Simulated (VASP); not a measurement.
Ti, 3 atoms in the cell. Symmetry: P6/mmm, No. 191, hexagonal system. Conventional cell: a = 4.600 Å, b = 4.600 Å, c = 2.820 Å, α = 90.00°, β = 90.00°, γ = 120.00°. Within 3.7 Å of Ti (site symmetry 6/mmm) lie 14 Ti at 2.82 to 3.01 Å. Ti (site symmetry -6m2) has 11 Ti at 2.66 to 3.01 Å within 3.5 Å. This isn't the form of Ti at room conditions, which is hcp.

```yaml
Program: VASP 6.6.1
Task: relaxation of cell and atoms
Functional: LDA
Potentials_or_basis: VASP PAW LDA potentials, release 64 (Ti_sv)
Cutoff: 600 eV
k_mesh: 7 × 7 × 9
Occupations: gaussian, width 0.05 eV
Spin: no spin polarisation
Target_pressure: 30 GPa
Dipole_correction: no
Further_INCAR_settings: ALGO = Normal; EDIFF = 1e-06; IBRION = 2; EDIFFG = -0.01; NSW = 60; ISIF = 3
```

Potentials or basis: VASP PAW LDA potentials, release 64 (Ti_sv).

Run with:

```console
$ cat potpaw_LDA.64/Ti_sv/POTCAR > POTCAR
$ mpirun -np 1 vasp_std > vasp.out
```

Hardware: 1 thread of Intel(R) Xeon(R) 6975P-C (Granite Rapids), on a shared host.

**Question.** Estimate the wall time of this run.

**Answer.** Wall time 3.1 min on 1 thread of Intel(R) Xeon(R) 6975P-C (Granite Rapids), on a shared host, peak memory 0.2 GiB. Counts: scf iterations 87, k points 40, ion steps 7.
